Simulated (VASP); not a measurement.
Wanted: the native input for a VASP 6.6.1 run.

```
Task                   : electric field gradients
Functional             : PBE
Potentials or basis    : VASP PAW PBE potentials, release 64 (Bi_d, S)
Cutoff                 : 520 eV
k mesh                 : 3 × 7 × 3, shifted
Occupations            : fermi-dirac, width 0.15 eV
Spin                   : no spin polarisation
Dipole correction      : no
Further INCAR settings : LREAL = Auto; ALGO = Normal; EDIFF = 1e-08; NBANDS = 112
```

The structure of Bi2S3 lies in POSCAR:

```
Bi2S3
1.0
   10.7010000000      0.0000000000      0.0000000000
    0.0000000000      3.8655000000      0.0000000000
    0.0000000000      0.0000000000     10.5650000000
Bi S
8 12
Direct
    0.9971000000      0.2500000000      0.6744000000
    0.5029000000      0.7500000000      0.1744000000
    0.4971000000      0.2500000000      0.8256000000
    0.0029000000      0.7500000000      0.3256000000
    0.3275000000      0.2500000000      0.4674000000
    0.1725000000      0.7500000000      0.9674000000
    0.8275000000      0.2500000000      0.0326000000
    0.6725000000      0.7500000000      0.5326000000
    0.0493000000      0.2500000000      0.1296000000
    0.4507000000      0.7500000000      0.6296000000
    0.5493000000      0.2500000000      0.3704000000
    0.9507000000      0.7500000000      0.8704000000
    0.3745000000      0.2500000000      0.0607000000
    0.1255000000      0.7500000000      0.5607000000
    0.8745000000      0.2500000000      0.4393000000
    0.6255000000      0.7500000000      0.9393000000
    0.2232000000      0.2500000000      0.7990000000
    0.2768000000      0.7500000000      0.2990000000
    0.7232000000      0.2500000000      0.7010000000
    0.7768000000      0.7500000000      0.2010000000
```

One way to write it, as run:

INCAR

```
PREC = Accurate ; ENCUT = 520
EDIFF = 1E-8 ; ISMEAR = -1
SIGMA = 0.15 ; LREAL = Auto
LASPH = True ; NELM = 100
ALGO = Normal ; ISIF = 2
LWAVE = False ; LCHARG = False
GGA = PE ; LEFG = True
NBANDS = 112 ; KPAR = 4
```

KPOINTS

```
Automatic mesh
0
Gamma
  3 7 3
  0.5 0.5 0.5
```

Potentials or basis: VASP PAW PBE potentials, release 64 (Bi_d, S).

Run with:

```console
$ cat potpaw_PBE.64/Bi_d/POTCAR potpaw_PBE.64/S/POTCAR > POTCAR
$ mpirun -np 4 vasp_std > vasp.out
```

Results of the run:

```
Pressure                                : 11.0 GPa
Largest force                           : 0.502 eV/Å
Band gap on the k mesh                  : 1.39 eV (least direct gap 1.43 eV)
Largest electric field gradient by atom : Bi +19.6, -160.5 (each value once); S -26.4, -56.5, +17.0 (each value once) V/Å²
```

Caveat: the cell stands under pressure; without QUAD_EFG the Cq values of the log hold for a quadrupole moment of 1 mb, not for the nuclei; spin-orbit coupling is left out, which moves the levels of the heavy elements; a shifted mesh leaves out Γ, where band edges can lie.

Wall time 6 min on 4 MPI ranks on AMD EPYC 7R43 64-Core Processor (Zen 3), with other jobs on the host, peak memory 0.69 GiB a rank.
